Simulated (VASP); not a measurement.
# Sn (Fd-3m) in VASP: notebook, part 3 of 3

VASP 6.6.1. Earlier steps stand in the parts before.

## Step 6: Single point, B3LYP

This run uses another cell than the first one, of 37.57 Å³/atom.

Contents of POSCAR:

```
Sn
1.0
    0.0000000000      3.3492807355      3.3492807355
    3.3492807355      0.0000000000      3.3492807355
    3.3492807355      3.3492807355      0.0000000000
Sn
2
Direct
    0.7500000000      0.7500000000      0.7500000000
    0.5000000000      0.5000000000      0.5000000000
```

Contents of INCAR.step1:

```
SYSTEM = Sn
PREC = Accurate
ENCUT = 520
EDIFF = 1E-5
ISMEAR = -1
SIGMA = 0.05
LREAL = .FALSE.
LASPH = .TRUE.
NELM = 60
ALGO = Normal
ISIF = 2
LWAVE = .TRUE.
LCHARG = .FALSE.
GGA = PE
NBANDS = 21
```

Contents of INCAR.step2:

```
SYSTEM = Sn
PREC = Accurate
ENCUT = 520
EDIFF = 1E-6
ISMEAR = -1
SIGMA = 0.05
LREAL = .FALSE.
LASPH = .TRUE.
NELM = 60
ALGO = Normal
ISIF = 2
LWAVE = .FALSE.
LCHARG = .FALSE.
GGA = B3
LHFCALC = .TRUE.
AEXX = 0.2
AGGAX = 0.72
AGGAC = 0.81
ALDAC = 0.19
PRECFOCK = Normal
ISTART = 1
NBANDS = 21
```

Contents of KPOINTS:

```
Automatic mesh
0
G
  4 4 4
  0 0 0
```

Potentials or basis: VASP PAW PBE potentials, release 64 (Sn_d).

Run with:

```console
cat potpaw_PBE.64/Sn_d/POTCAR > POTCAR
cp INCAR.step1 INCAR
mpirun -np 1 vasp_std > vasp.out
cp INCAR.step2 INCAR
mpirun -np 1 vasp_std > vasp.out
```

OUTCAR:

```text
SYSTEM = Sn
   PREC = Accurate
   ENCUT = 520
   EDIFF = 1E-6
   ISMEAR = -1
   LREAL = .FALSE.
   LASPH = .TRUE.
   NELM = 60
   ISIF = 2
   GGA = B3
   LHFCALC = .TRUE.
   AEXX = 0.2
   PRECFOCK = Normal
   ISTART = 1

 ion  position               nearest neighbor table
   1  0.750  0.750  0.750-   2 2.90   2 2.90   2 2.90   2 2.90
   2  0.500  0.500  0.500-   1 2.90   1 2.90   1 2.90   1 2.90

  LATTYP: Found a face centered cubic cell.
 ALAT       =     6.6985614710

  Lattice vectors:

 A1 = (   0.0000000000,   3.3492807355,   3.3492807355)
 A2 = (   3.3492807355,   0.0000000000,   3.3492807355)
 A3 = (   3.3492807355,   3.3492807355,   0.0000000000)

Analysis of symmetry for initial positions (statically):
=====================================================================
 Subroutine PRICEL returns:
 Original cell was already a primitive cell.

 Routine SETGRP: Setting up the symmetry group for a
 face centered cubic supercell.

 Subroutine GETGRP returns: Found 48 space group operations
 (whereof 24 operations were pure point group operations)
 out of a pool of 48 trial point group operations.

The static configuration has the point symmetry T_d .
 The point group associated with its full space group is O_h .

Analysis of symmetry for dynamics (positions and initial velocities):
=====================================================================
 Subroutine PRICEL returns:
 Original cell was already a primitive cell.

 Routine SETGRP: Setting up the symmetry group for a
 face centered cubic supercell.

 Subroutine GETGRP returns: Found 48 space group operations
 (whereof 24 operations were pure point group operations)
 out of a pool of 48 trial point group operations.

The dynamic configuration has the point symmetry T_d .
 The point group associated with its full space group is O_h .

 Subroutine INISYM returns: Found 48 space group operations
 (whereof 24 operations are pure point group operations),
 and found     1 'primitive' translations

----------------------------------------------------------------------------------------

                                     Primitive cell

  volume of cell :      75.1423

  direct lattice vectors                    reciprocal lattice vectors
     0.000000000  3.349280735  3.349280735    -0.149285784  0.149285784  0.149285784
     3.349280735  0.000000000  3.349280735     0.149285784 -0.149285784  0.149285784
     3.349280735  3.349280735  0.000000000     0.149285784  0.149285784 -0.149285784

  length of vectors
     4.736598240  4.736598240  4.736598240     0.258570563  0.258570563  0.258570563

  position of ions in fractional coordinates (direct lattice)
     0.750000000  0.750000000  0.750000000
     0.500000000  0.500000000  0.500000000

  ion indices of the primitive-cell ions
   primitive index   ion index
                 1           1
                 2           2

----------------------------------------------------------------------------------------

 KPOINTS: Automatic mesh

Automatic generation of k-mesh.
 Grid dimensions read from file:
 generate k-points for:    4    4    4

 Generating k-lattice:

  Cartesian coordinates                     Fractional coordinates (reciprocal lattice)
    -0.037321446  0.037321446  0.037321446     0.250000000  0.000000000  0.000000000
     0.037321446 -0.037321446  0.037321446     0.000000000  0.250000000  0.000000000
     0.037321446  0.037321446 -0.037321446     0.000000000  0.000000000  0.250000000

  Length of vectors
     0.064642641  0.064642641  0.064642641

  Shift w.r.t. Gamma in fractional coordinates (k-lattice)
     0.000000000  0.000000000  0.000000000

 Subroutine IBZKPT returns following result:
 ===========================================

 Found      8 irreducible k-points:

 Following reciprocal coordinates:
            Coordinates               Weight
  0.000000  0.000000  0.000000      1.000000
  0.250000  0.000000  0.000000      8.000000
  0.500000  0.000000  0.000000      4.000000
  0.250000  0.250000  0.000000      6.000000
  0.500000  0.250000  0.000000     24.000000
 -0.250000  0.250000  0.000000     12.000000
  0.500000  0.500000  0.000000      3.000000
 -0.250000  0.500000  0.250000      6.000000
   k-points           NKPTS =      8   k-points in BZ     NKDIM =     64   number of bands    NBANDS=     21
   number of dos      NEDOS =    301   number of ions     NIONS =      2
   total plane-waves  NPLWV =  46656
   dimension x,y,z NGX =    36 NGY =   36 NGZ =   36
   dimension x,y,z NGXF=    72 NGYF=   72 NGZF=   72
   ions per type =               2
   NGX,Y,Z   is equivalent  to a cutoff of  12.64, 12.64, 12.64 a.u.
   NGXF,Y,Z  is equivalent  to a cutoff of  25.27, 25.27, 25.27 a.u.
 SYSTEM =  Sn
   PREC   = accura    normal or accurate (medium, high low for compatibility)
   ISTART =      1    job   : 0-new  1-cont  2-samecut
   ICHARG =      0    charge: 1-file 2-atom 10-const
   ISPIN  =      1    spin polarized calculation?
   LNONCOLLINEAR =      F non collinear calculations
   LSORBIT =      F    spin-orbit coupling
   LASPH  =      T    aspherical Exc in radial PAW
   ENCUT  =  520.0 eV  38.22 Ry    6.18 a.u.   8.81  8.81  8.81*2*pi/ulx,y,z
   NELM   =     60;   NELMIN=  2; NELMDL=  0     # of ELM steps
   EDIFF  = 0.1E-05   stopping-criterion for ELM
   LREAL  =      F    real-space projection
   EDIFFG = 0.1E-04   stopping-criterion for IOM
   NSW    =      0    number of steps for IOM
   IBRION =     -1    ionic relax: 0-MD 1-quasi-New 2-CG
   NFREE  =      0    steps in history (QN), initial steepest desc. (CG)
   ISIF   =      2    stress and relaxation
   ISYM   =      3    0-nonsym 1-usesym 2-fastsym
   POTIM  = 0.5000    time-step for ionic-motion
   TEBEG  =    0.0;   TEEND  =   0.0 temperature during run
   PSTRESS=    0.0 pullay stress
   NELECT =      28.0000    total number of electrons
   NUPDOWN=      -1.0000    fix difference up-down
   EMIN   =  10.00;   EMAX   =-10.00  energy-range for DOS
   EFERMI =   0.00;   METHOD = LEGACY
   ISMEAR =    -1;   SIGMA  =   0.05  broadening in eV -4-tet -1-fermi 0-gaus
   EFERMI_NEDOS =   21; number of points for ismear=-14 and -15
   IALGO  =     38    algorithm
   IMIX   =      1    mixing-type and parameters
     AMIX     =   0.40;   BMIX     =  1.00
     AMIX_MAG =   1.60;   BMIX_MAG =  1.00
  volume/ion in A,a.u.               =      37.57       253.54
  Fermi-wavevector in a.u.,A,eV,Ry     =   1.178056  2.226203 18.882384  1.387816
  Thomas-Fermi vector in A             =   2.314392
   LORBIT       =      0    0 simple, 1 ext, 2 COOP (PROOUT), +10 PAW based schemes
   GGA     = B3    functional components
   LHFCALC =     T    Hartree Fock is set to
   PRECFOCK=normal    Normal, Fast or Accurate (Low or Medium for compatibility)
   ENCUT4O =  -1.0   cutoff for four orbital integrals eV
   NKREDX  =     1    reduce k-point grid by
   NKREDY  =     1    reduce k-point grid by
   NKREDZ  =     1    reduce k-point grid by
   AEXX    =    0.2000 exact exchange contribution
   HFSCREEN=    0.0000 screening length (either q_TF or 0.3 A-1)
   HFSCREENC=   0.0000 screening length for correlation (either q_TF or 0.3 A-1)
   ENCUTFOCK=  -1.0 apply spherical cutoff to Coloumb kernel
   IVDW    =     0    specifies the selected vdW correction
   LEPSILON=     F    determine dielectric tensor
   LRPA    =     F    only Hartree local field effects (RPA)
 non-spin polarized calculation
  energy-cutoff  :      520.00
  volume of cell :       75.14
 maximum number of plane-waves:      2085
  NGX = 28; NGY = 28; NGZ = 28

 number of electron      28.0000017 magnetization

 Free energy of the ion-electron system (eV)
  ---------------------------------------------------
  ext. energy  EPLUGINS =         0.00000000
  ---------------------------------------------------
  free energy    TOTEN  =        -8.28817554 eV

  energy without entropy =       -8.28517257  energy(sigma->0) =       -8.28667406

 E-fermi :   4.7306     XC(G=0):  -6.7065

 val. band max:        4.6970460825   @ k =   0.0000   0.0000   0.0000
 cond. band min:       5.1332509477   @ k =   0.5000   0.0000   0.0000
 fundamental gap:      0.4362048652
 Fermi energy:         4.7306463681

 k-point     1 :       0.0000    0.0000    0.0000
  band No.  band energies     occupation
      1     -18.7902      2.00000
      2     -18.7902      2.00000
      3     -18.7902      2.00000
      4     -18.7403      2.00000
      5     -18.7403      2.00000
      6     -18.4932      2.00000
[... 181 lines left out ...]
     20      14.2799      0.00000
     21      15.6421      0.00000

------------------------ aborting loop because EDIFF is reached ----------------------------------------

  FORCE on cell =-STRESS in cart. coord.  units (eV):
  Direction    XX          YY          ZZ          XY          YZ          ZX
  --------------------------------------------------------------------------------------
  -------------------------------------------------------------------------------------
  Total       -0.0444725     -0.0444725     -0.0444725     -0.0000000      0.0000000      0.0000000
  in kB       -0.9482376     -0.9482376     -0.9482376     -0.0000000      0.0000000      0.0000000
  external PRESSURE =      -0.9482376 kB  Pullay stress =       0.0000000 kB

 VOLUME and BASIS-vectors are now :
 -----------------------------------------------------------------------------
  energy-cutoff  :      520.00
  volume of cell :       75.14
      direct lattice vectors                 reciprocal lattice vectors
     0.000000000  3.349280735  3.349280735    -0.149285784  0.149285784  0.149285784
     3.349280735  0.000000000  3.349280735     0.149285784 -0.149285784  0.149285784
     3.349280735  3.349280735  0.000000000     0.149285784  0.149285784 -0.149285784

 POSITION                                       TOTAL-FORCE (eV/Angst)
 -----------------------------------------------------------------------------------
      5.02392      5.02392      5.02392        -0.000000     -0.000000     -0.000000
      3.34928      3.34928      3.34928         0.000000      0.000000      0.000000
 -----------------------------------------------------------------------------------
    total drift:                                0.000001     -0.000001      0.000000

  FREE ENERGIE OF THE ION-ELECTRON SYSTEM (eV)
  ---------------------------------------------------
  free  energy   TOTEN  =        -8.2881755447 eV

  energy  without entropy=       -8.2851725721  energy(sigma->0) =       -8.28667406
```

Run time: 23 min. Hardware: 1 thread of Intel Xeon Platinum 8375C at 2.90GHz (Ice Lake), shared host; peak memory 0.22 GiB.

What came out:

- Free energy: -8.2882 eV
- Pressure: -0.1 GPa
- Band gap on the k mesh: zero (filled and empty bands touch)

Caveat: the k points lie up to 0.41 Å⁻¹ apart; the PAW data sets were made with another functional, which shifts forces and pressure a little; spin-orbit coupling is left out, which moves the levels of the heavy elements.

## Step 7: The runs side by side

| task | level | cell | cutoff (eV) | share of exact exchange | screening parameter | gap on the mesh (eV) | pressure (GPa) |
| --- | --- | --- | --- | --- | --- | --- | --- |
| relaxation of cell and atoms | PBE-based screened hybrid with 25 % exact exchange | relaxed from a = 4.573 Å, angles 60.0°, 2 atoms | 600 | 0.25 | 0.3 1/Å | none | 0.0 |
| single point | HSE06 | a = 4.662 Å, angles 60.0°, 2 atoms | 520 | 0.25 | 0.2079 1/Å | none | -0.3 |
| single point | PBEsol-based global hybrid with 25 % exact exchange | a = 4.573 Å, angles 60.0°, 2 atoms | 520 | 0.25 | - | none | 0.6 |
| single point | B3LYP | a = 4.737 Å, angles 60.0°, 2 atoms | 520 | 0.2 | - | none | -0.1 |

Alike in all rows: potentials or basis VASP PAW PBE potentials, release 64 (Sn_d); no spin polarisation; k mesh 4 × 4 × 4; smearing fermi-dirac 0.05 eV.

Caveats: all runs use coarse meshes; the PAW data sets were made with another functional, which shifts forces and pressure a little; spin-orbit coupling is left out, which moves the levels of the heavy elements.

Absolute energies hang on the potentials; compare differences alone.

The gap in the log of VASP goes by the Fermi energy; the results here count the filled bands.